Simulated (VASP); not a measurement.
# ZnO (P6_3mc) in VASP: single point with PBE

Aim: the single point of ZnO with PBE.

All numbers are computed with VASP 6.6.1; they aren't measurements. Logs are shortened: lines on timing, memory, paths and dates and some standing lists are left out, and cuts for length are marked.

## 1. The cell of the first run

It takes space group P6_3mc (No. 186, hexagonal). The conventional cell has a = 3.270 Å, b = 3.270 Å, c = 5.207 Å, α = 90.00°, β = 90.00°, γ = 120.00°. Within 2.6 Å of Zn (site symmetry 3m) lie 4 O at 1.98 to 1.99 Å. Within 2.6 Å of O (site symmetry 3m) lie 4 Zn at 1.98 to 1.99 Å.

## 2. Single point, PBE

INCAR reads:

```
PREC = Accurate ; ENCUT = 1340
EDIFF = 1E-6 ; ISMEAR = 0
SIGMA = 0.05 ; LREAL = False
LASPH = True ; NELM = 120
ALGO = Normal ; ISIF = 2
LWAVE = False ; LCHARG = True
GGA = PE ; LELF = True
LVHAR = True ; NBANDS = 26
GGA_COMPAT = False
```

KPOINTS reads:

```
Automatic mesh
0
Gamma
  8 8 5
```

POSCAR reads:

```
ZnO
1.0
    3.2695000013      0.0000000000      0.0000000000
   -1.6347500007      2.8314700588      0.0000000000
    0.0000000000      0.0000000000      5.2070000000
Zn O
2 2
Direct
    0.3333333333      0.6666666667     -0.0002850952
    0.6666666667      0.3333333333      0.4997149048
    0.3333333333      0.6666666667      0.3822850952
    0.6666666667      0.3333333333      0.8822850952
```

Potentials or basis: VASP PAW PBE potentials, release 64 (Zn, O_h).

The run is started by

```bash
$ cat potpaw_PBE.64/Zn/POTCAR potpaw_PBE.64/O_h/POTCAR > POTCAR
$ mpirun -np 1 vasp_std > vasp.out
```

OUTCAR:

```text
PREC = Accurate
   ENCUT = 1340
   EDIFF = 1E-6
   ISMEAR = 0
   LREAL = False
   LASPH = True
   NELM = 120
   ISIF = 2
   GGA = PE

 ion  position               nearest neighbor table
   1  0.333  0.667  1.000-   4 1.98   4 1.98   4 1.98   3 1.99
   2  0.667  0.333  0.500-   3 1.98   3 1.98   3 1.98   4 1.99
   3  0.333  0.667  0.382-   2 1.98   2 1.98   2 1.98   1 1.99
   4  0.667  0.333  0.882-   1 1.98   1 1.98   1 1.98   2 1.99

  LATTYP: Found a hexagonal cell.
 ALAT       =     3.2695000013
 C/A-ratio  =     1.5925982560

  Lattice vectors:

 A1 = (   3.2695000013,   0.0000000000,   0.0000000000)
 A2 = (  -1.6347500007,   2.8314700588,   0.0000000000)
 A3 = (   0.0000000000,   0.0000000000,   5.2070000000)

Analysis of symmetry for initial positions (statically):
=====================================================================
 Subroutine PRICEL returns:
 Original cell was already a primitive cell.

 Routine SETGRP: Setting up the symmetry group for a
 hexagonal supercell.

 Subroutine GETGRP returns: Found 12 space group operations
 (whereof  6 operations were pure point group operations)
 out of a pool of 24 trial point group operations.

The static configuration has the point symmetry C_3v.
 The point group associated with its full space group is C_6v.

Analysis of symmetry for dynamics (positions and initial velocities):
=====================================================================
 Subroutine PRICEL returns:
 Original cell was already a primitive cell.

 Routine SETGRP: Setting up the symmetry group for a
 hexagonal supercell.

 Subroutine GETGRP returns: Found 12 space group operations
 (whereof  6 operations were pure point group operations)
 out of a pool of 24 trial point group operations.

The dynamic configuration has the point symmetry C_3v.
 The point group associated with its full space group is C_6v.

 Subroutine INISYM returns: Found 12 space group operations
 (whereof  6 operations are pure point group operations),
 and found     1 'primitive' translations

----------------------------------------------------------------------------------------

                                     Primitive cell

  volume of cell :      48.2038

  direct lattice vectors                    reciprocal lattice vectors
     3.269500001  0.000000000  0.000000000     0.305857165  0.176586716  0.000000000
    -1.634750001  2.831470059  0.000000000     0.000000000  0.353173433  0.000000000
     0.000000000  0.000000000  5.207000000     0.000000000  0.000000000  0.192049165

  length of vectors
     3.269500001  3.269500001  5.207000000     0.353173433  0.353173433  0.192049165

  position of ions in fractional coordinates (direct lattice)
     0.333333333  0.666666667  0.999714905
     0.666666667  0.333333333  0.499714905
     0.333333333  0.666666667  0.382285095
     0.666666667  0.333333333  0.882285095

  ion indices of the primitive-cell ions
   primitive index   ion index
                 1           1
                 2           2
                 3           3
                 4           4

----------------------------------------------------------------------------------------

 KPOINTS: Automatic mesh

Automatic generation of k-mesh.
 Grid dimensions read from file:
 generate k-points for:    8    8    5

 Generating k-lattice:

  Cartesian coordinates                     Fractional coordinates (reciprocal lattice)
     0.038232146  0.022073340  0.000000000     0.125000000  0.000000000  0.000000000
     0.000000000  0.044146679  0.000000000     0.000000000  0.125000000  0.000000000
     0.000000000  0.000000000  0.038409833     0.000000000  0.000000000  0.200000000

  Length of vectors
     0.044146679  0.044146679  0.038409833

  Shift w.r.t. Gamma in fractional coordinates (k-lattice)
     0.000000000  0.000000000  0.000000000

 Subroutine IBZKPT returns following result:
 ===========================================

 Found     30 irreducible k-points:

 Following reciprocal coordinates:
            Coordinates               Weight
  0.000000  0.000000  0.000000      1.000000
  0.125000  0.000000  0.000000      6.000000
  0.250000  0.000000  0.000000      6.000000
  0.375000 -0.000000  0.000000      6.000000
  0.500000  0.000000  0.000000      3.000000
  0.125000  0.125000  0.000000      6.000000
[... 16 lines left out ...]
  0.250000  0.000000  0.400000     12.000000
  0.375000 -0.000000  0.400000     12.000000
 [... further k-points ...]
   k-points           NKPTS =     30   k-points in BZ     NKDIM =     30   number of bands    NBANDS=     26
   number of dos      NEDOS =    301   number of ions     NIONS =      4
   total plane-waves  NPLWV = 102400
   dimension x,y,z NGX =    40 NGY =   40 NGZ =   64
   dimension x,y,z NGXF=    80 NGYF=   80 NGZF=  128
   ions per type =               2   2
   NGX,Y,Z   is equivalent  to a cutoff of  20.34, 20.34, 20.43 a.u.
   NGXF,Y,Z  is equivalent  to a cutoff of  40.68, 40.68, 40.87 a.u.
 SYSTEM =  unknown system
   PREC   = accura    normal or accurate (medium, high low for compatibility)
   ISTART =      0    job   : 0-new  1-cont  2-samecut
   ICHARG =      2    charge: 1-file 2-atom 10-const
   ISPIN  =      1    spin polarized calculation?
   LNONCOLLINEAR =      F non collinear calculations
   LSORBIT =      F    spin-orbit coupling
   LASPH  =      T    aspherical Exc in radial PAW
   ENCUT  = 1340.0 eV  98.49 Ry    9.92 a.u.   9.76  9.76 15.54*2*pi/ulx,y,z
   NELM   =    120;   NELMIN=  2; NELMDL= -5     # of ELM steps
   EDIFF  = 0.1E-05   stopping-criterion for ELM
   LREAL  =      F    real-space projection
[... 7 lines left out ...]
   TEBEG  =    0.0;   TEEND  =   0.0 temperature during run
   PSTRESS=    0.0 pullay stress
   NELECT =      36.0000    total number of electrons
   NUPDOWN=      -1.0000    fix difference up-down
   EMIN   =  10.00;   EMAX   =-10.00  energy-range for DOS
   EFERMI =   0.00;   METHOD = LEGACY
   ISMEAR =     0;   SIGMA  =   0.05  broadening in eV -4-tet -1-fermi 0-gaus
   EFERMI_NEDOS =   21; number of points for ismear=-14 and -15
   IALGO  =     38    algorithm
   IMIX   =      4    mixing-type and parameters
     AMIX     =   0.40;   BMIX     =  1.00
     AMIX_MAG =   1.60;   BMIX_MAG =  1.00
  volume/ion in A,a.u.               =      12.05        81.32
  Fermi-wavevector in a.u.,A,eV,Ry     =   1.485304  2.806818 30.016196  2.206128
  Thomas-Fermi vector in A             =   2.598733
   LORBIT       =      0    0 simple, 1 ext, 2 COOP (PROOUT), +10 PAW based schemes
   GGA     = PE    functional components
   LHFCALC =     F    Hartree Fock is set to
   AEXX    =    0.0000 exact exchange contribution
   IVDW    =     0    specifies the selected vdW correction
   LEPSILON=     F    determine dielectric tensor
   LRPA    =     F    only Hartree local field effects (RPA)
 non-spin polarized calculation
 Gauss-broadening in eV      SIGMA  =   0.05
  energy-cutoff  :     1340.00
  volume of cell :       48.20
 maximum number of plane-waves:      5388
 NGX is ok and might be reduce to    40
   NGX = 19   NGY = 19   NGZ = 31

 number of electron      36.0000004 magnetization

 Free energy of the ion-electron system (eV)
  ---------------------------------------------------
  ext. energy  EPLUGINS =         0.00000000
  ---------------------------------------------------
  free energy    TOTEN  =       -17.85571164 eV

  energy without entropy =      -17.85571164  energy(sigma->0) =      -17.85571164

 E-fermi :   1.6307     XC(G=0): -10.8465

 val. band max:        1.4028748447   @ k =   0.0000   0.0000   0.0000
 cond. band min:       2.1824400332   @ k =   0.0000   0.0000   0.0000
 fundamental gap:      0.7795651885
 Fermi energy:         1.6307153471

 k-point     1 :       0.0000    0.0000    0.0000
  band No.  band energies     occupation
      1     -16.5795      2.00000
      2     -15.8616      2.00000
      3      -4.2345      2.00000
      4      -4.2345      2.00000
      5      -4.1461      2.00000
      6      -4.0875      2.00000
[... 18 lines left out ...]
     25      15.3947      0.00000
     26      15.5425      0.00000

 k-point     2 :       0.1250    0.0000    0.0000
  band No.  band energies     occupation
      1     -16.4977      2.00000
      2     -15.8269      2.00000
      3      -4.3223      2.00000
      4      -4.1851      2.00000
      5      -4.1066      2.00000
      6      -4.0606      2.00000
[... 18 lines left out ...]
     25      15.5745      0.00000
     26      15.6452      0.00000

 k-point     3 :       0.2500    0.0000    0.0000
  band No.  band energies     occupation
      1     -16.2865      2.00000
      2     -15.7501      2.00000
      3      -4.4727      2.00000
      4      -4.1356      2.00000
      5      -4.0764      2.00000
      6      -3.9366      2.00000
[... 18 lines left out ...]
     25      14.6506      0.00000
     26      15.5072      0.00000

 k-point     4 :       0.3750   -0.0000    0.0000
  band No.  band energies     occupation
      1     -16.0424      2.00000
      2     -15.6962      2.00000
      3      -4.5064      2.00000
      4      -4.1880      2.00000
      5      -3.9930      2.00000
      6      -3.7396      2.00000
[... 18 lines left out ...]
     25      14.7239      0.00000
     26      15.4016      0.00000

 k-point     5 :       0.5000    0.0000    0.0000
  band No.  band energies     occupation
      1     -15.9165      2.00000
      2     -15.6956      2.00000
      3      -4.4384      2.00000
      4      -4.2399      2.00000
      5      -3.9679      2.00000
      6      -3.6026      2.00000
[... 18 lines left out ...]
     25      14.5998      0.00000
     26      15.5031      0.00000

 k-point     6 :       0.1250    0.1250    0.0000
  band No.  band energies     occupation
      1     -16.3509      2.00000
      2     -15.7712      2.00000
      3      -4.3989      2.00000
      4      -4.1847      2.00000
      5      -4.0426      2.00000
      6      -4.0384      2.00000
[... 427 lines left out ...]
 k-point    21 :       0.0000    0.0000    0.4000
  band No.  band energies     occupation
      1     -16.3398      2.00000
      2     -16.1180      2.00000
      3      -4.4042      2.00000
      4      -4.3592      2.00000
      5      -4.1952      2.00000
      6      -4.1952      2.00000
[... 18 lines left out ...]
     25      14.6250      0.00000
     26      14.6250      0.00000

 k-point    22 :       0.1250    0.0000    0.4000
  band No.  band energies     occupation
      1     -16.2719      2.00000
      2     -16.0646      2.00000
      3      -4.4509      2.00000
      4      -4.4351      2.00000
      5      -4.1387      2.00000
      6      -4.1273      2.00000
[... 18 lines left out ...]
     25      14.4190      0.00000
     26      14.7605      0.00000

 k-point    23 :       0.2500    0.0000    0.4000
  band No.  band energies     occupation
      1     -16.1013      2.00000
      2     -15.9353      2.00000
      3      -4.5751      2.00000
      4      -4.5104      2.00000
      5      -4.0021      2.00000
      6      -3.9881      2.00000
[... 18 lines left out ...]
     25      14.7260      0.00000
     26      14.9658      0.00000

 k-point    24 :       0.3750   -0.0000    0.4000
  band No.  band energies     occupation
      1     -15.9170      2.00000
      2     -15.8096      2.00000
      3      -4.6277      2.00000
      4      -4.5570      2.00000
      5      -3.8720      2.00000
      6      -3.8081      2.00000
[... 18 lines left out ...]
     25      14.8817      0.00000
     26      15.0953      0.00000

 [... further k-points ...]
[... 5 lines left out ...]
  --------------------------------------------------------------------------------------
  -------------------------------------------------------------------------------------
  Total        1.0341118      1.0341118      1.4267259     -0.0000000      0.0000000      0.0000000
  in kB       34.3713968     34.3713968     47.4209469     -0.0000000      0.0000000      0.0000000
  external PRESSURE =      38.7212468 kB  Pullay stress =       0.0000000 kB

 VOLUME and BASIS-vectors are now :
 -----------------------------------------------------------------------------
  energy-cutoff  :     1340.00
  volume of cell :       48.20
      direct lattice vectors                 reciprocal lattice vectors
     3.269500001  0.000000000  0.000000000     0.305857165  0.176586716  0.000000000
    -1.634750001  2.831470059  0.000000000     0.000000000  0.353173433  0.000000000
     0.000000000  0.000000000  5.207000000     0.000000000  0.000000000  0.192049165

 POSITION                                       TOTAL-FORCE (eV/Angst)
 -----------------------------------------------------------------------------------
     -0.00000      1.88765      5.20552         0.000000     -0.000000     -0.001424
      1.63475      0.94382      2.60202        -0.000000      0.000000     -0.001424
     -0.00000      1.88765      1.99056         0.000000      0.000000      0.001424
      1.63475      0.94382      4.59406        -0.000000      0.000000      0.001424
 -----------------------------------------------------------------------------------
    total drift:                               -0.000000      0.000000     -0.000025

  FREE ENERGIE OF THE ION-ELECTRON SYSTEM (eV)
  ---------------------------------------------------
  free  energy   TOTEN  =       -17.8557116424 eV

  energy  without entropy=      -17.8557116424  energy(sigma->0) =      -17.85571164
```

Wall time 1.9 min (1 thread of Intel Xeon Platinum 8488C (Sapphire Rapids), shared host); peak memory 0.39 GiB.

What came out:

```
Free energy            : -17.8557 eV
Pressure               : 3.9 GPa
Band gap on the k mesh : 0.78 eV
```

Caveat: the cell stands under pressure; semilocal functionals underestimate gaps, and a narrow one can read as zero.
